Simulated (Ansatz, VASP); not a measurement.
# One calculation of Ti, two programs

File INCAR:

```
SYSTEM = Ti
PREC     = Accurate       ! precision mode
ENCUT    = 520            ! plane-wave cutoff, eV
EDIFF    = 1E-6           ! SCF threshold, eV
ISMEAR   = 0              ! smearing method
SIGMA    = 0.15           ! smearing width, eV
LREAL    = .FALSE.        ! projectors in reciprocal space
LASPH    = .TRUE.         ! aspherical terms in the spheres
NELM     = 100            ! most SCF steps
ALGO     = Fast           ! electronic algorithm
ISIF     = 2              ! what is computed and relaxed
LWAVE    = .FALSE.        ! write WAVECAR
LCHARG   = .FALSE.        ! write CHGCAR
GGA      = PE             ! functional
NBANDS   = 19             ! bands
```

The input KPOINTS:

```
Automatic mesh
0
G
  24 24 14
  0 0 0
```

Contents of POSCAR:

```
Ti
1.0
    3.1653579912      0.0000000000      0.0000000000
   -1.5826789956      2.7412804324      0.0000000000
    0.0000000000      0.0000000000      4.0077949001
Ti
2
Direct
    0.3333333333      0.6666666667      0.2500000000
    0.6666666667      0.3333333333      0.7500000000
```

Input for Ansatz:

```yaml
crystal:
  lattice:
    - [3.1653579912, 0.0, 0.0]
    - [-1.5826789956, 2.7412804324, 0.0]
    - [0.0, 0.0, 4.0077949001]
  atoms:
    - { symbol: Ti, position: [0.3333333333, 0.6666666667, 0.25] }
    - { symbol: Ti, position: [0.6666666667, 0.3333333333, 0.75] }
basis:
  ecutwfc: 420
kpoints:
  mp_grid: { grid: [24, 24, 14] }
hamiltonian:
  xc: pbe
scf:
  occupations: { method: gaussian, width: 0.15 }
output:
  forces: true
  stress: true
  eigenvalues: true
```

Alike in both runs: task single point; functional PBE; k mesh 24 × 24 × 14; occupations gaussian, width 0.15 eV; no spin polarisation.

|  | VASP | Ansatz |
| --- | --- | --- |
| version | VASP 6.6.1 | Ansatz 0.2.0 |
| potentials or method | VASP PAW PBE potentials, release 64 (Ti_sv), cutoff 520 eV | scalar-relativistic, plane waves, PAW |
| valence electrons in the cell | 24 | 24 |

|  | VASP | Ansatz | Ansatz less VASP |
| --- | --- | --- | --- |
| gap on the k mesh at the Fermi level (eV) | none | none | - |
| pressure (GPa) | 1.2 | 1.4 | +0.26 |
| traceless stress, the component that is largest in VASP (GPa) | 11.18 | 11.20 | +0.021 |

A gap of «none» marks a metal or a gap that the smearing closes. The functional is the same, so the differences come from potentials, cutoffs and numerics.
